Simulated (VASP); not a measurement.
Input of a VASP 6.6.1 run:

INCAR

```
SYSTEM = Ga2SnSe4
  ALGO = Normal
  EDIFF = 1E-6
  ENCUT = 520
  GGA = PE
  ISIF = 2
  ISMEAR = 0
  LASPH = .TRUE.
  LCHARG = .FALSE.
  LREAL = .FALSE.
  LWAVE = .FALSE.
  NBANDS = 41
  NELM = 80
  PREC = Accurate
  SIGMA = 0.01
```

The input KPOINTS:

```
k-points
0
G
  6 6 6
  0 0 0
```

The input POSCAR:

```
Ga2SnSe4
1.0
   -3.8317466331      3.8317466331      3.1482665984
    3.8317466331     -3.8317466331      3.1482665984
    3.8317466331      3.8317466331     -3.1482665984
Ga Sn Se
2 1 4
Direct
    0.0000000000      0.5000000000      0.5000000000
    0.5000000000      0.0000000000      0.5000000000
    0.0000000000      0.0000000000      0.0000000000
    0.0765658550      0.9234341450      0.5000000000
    0.4234341450      0.5765658550      0.5000000000
    0.9234341450      0.4234341450      0.8468682899
    0.5765658550      0.0765658550      0.1531317101
```

Potentials or basis: VASP PAW PBE potentials, release 64 (Ga_d, Sn_d, Se).

Launch:

```sh
$ cat potpaw_PBE.64/Ga_d/POTCAR potpaw_PBE.64/Sn_d/POTCAR potpaw_PBE.64/Se/POTCAR > POTCAR
$ mpirun -np 1 vasp_std > vasp.out
```

Task: Estimate the largest force.

Result: 0.025 eV/Å.

Task: Estimate the band gap on the k mesh.

Result: 1.34 eV (least direct gap 1.43 eV).

Task: Predict the pressure.

Result: 0.1 GPa.

Forces in eV/Å, atoms in the order of the input:
```
Ga   0.000  0.000  0.000
Ga   0.000  0.000  0.000
Sn   0.000  0.000  0.000
Se   0.018 -0.018  0.000
Se  -0.018  0.018  0.000
Se   0.018  0.018  0.000
Se  -0.018 -0.018  0.000
```

Caveat: spin-orbit coupling is left out, which moves the levels of the heavy elements. A k mesh can miss the band edges.
